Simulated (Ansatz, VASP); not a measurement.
GaN in VASP and in Ansatz

```
Ga N
1.0
     0.00000    2.13524    2.13524
     2.13524    0.00000    2.13524
     2.13524    2.13524    0.00000
Ga N
1 1
Direct
  0.91219 0.91219 0.08781
  0.50000 0.50000 0.50000
```

Change from the starting cell: all Ga atoms moved +0.375 Å, as atom 1 towards its neighbour atom 2 (N) at 2.135 Å.

Alike in both runs: task single point; functional r2SCAN; k mesh 12 × 12 × 12; occupations gaussian, width 0.05 eV; no spin polarisation.

```csv
,VASP,Ansatz
version,VASP 6.6.1,Ansatz 0.2.0
potentials or method,"VASP PAW PBE potentials, release 64 (Ga_d, N), cutoff 520 eV","scalar-relativistic, plane waves, PAW"
valence electrons in the cell,18,18
```

VASP gave:

```
gap on the k mesh at the Fermi level (eV)                     : 0.96
least direct gap on the mesh (eV)                             : 2.59
pressure (GPa)                                                : 11.4
traceless stress, the component that is largest in VASP (GPa) : 44.88
rms of the force components (eV/Å)                            : 2.055
```

Q: Which values does Ansatz return?

A: gap on the k mesh at the Fermi level (eV): 0.99; least direct gap on the mesh (eV): 2.57; pressure (GPa): 10.4; traceless stress, the component that is largest in VASP (GPa): 44.28; rms of the force components (eV/Å): 2.001.

VASP's potentials were made for PBE, not for r2SCAN. Atom by atom the forces differ by 0.054 eV/Å (rms over components).
